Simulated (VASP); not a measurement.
Crystal: Pt.

```
CELL_PARAMETERS angstrom
0.00000 1.96090 1.96090
1.96090 0.00000 1.96090
1.96090 1.96090 0.00000
ATOMIC_POSITIONS crystal
Pt 0.00000 0.00000 0.00000
```

| Item | Value |
| --- | --- |
| Program | VASP 6.6.1 |
| Task | relaxation of cell and atoms |
| Functional | revPBE |
| Potentials or basis | VASP PAW PBE potentials, release 64 (Pt) |
| Cutoff | 600 eV |
| k mesh | 12 × 12 × 12 |
| Occupations | fermi-dirac, width 0.05 eV |
| Spin | no spin polarisation |

At the start: pressure 12.9 GPa; volume 15.08 Å³/atom.

Where does the relaxation end?

Over 4 steps the energy falls by 28.0 meV/atom and the volume is 15.82 Å³/atom (+4.9 %); space group Fm-3m (No. 225, to 0.05 Å).

The path:
```tsv
step	energy change (eV)	largest force (eV/Å)	pressure (GPa)	volume (Å³)
1	0.0000	0.0000	12.86	15.08
2	0.1228	0.0000	-20.42	17.88
3	-0.0279	0.0000	-0.54	15.85
4	-0.0280	0.0000	-0.06	15.82
```

Final structure:
```yaml
crystal:
  lattice:
    - [0.00000, 1.99246, 1.99246]
    - [1.99246, 0.00000, 1.99246]
    - [1.99246, 1.99246, 0.00000]
  atoms:
    - { symbol: Pt, position: [0.00000, 0.00000, 0.00000] }
```

Caveat: the PAW data sets were made with another functional, which shifts forces and pressure a little.
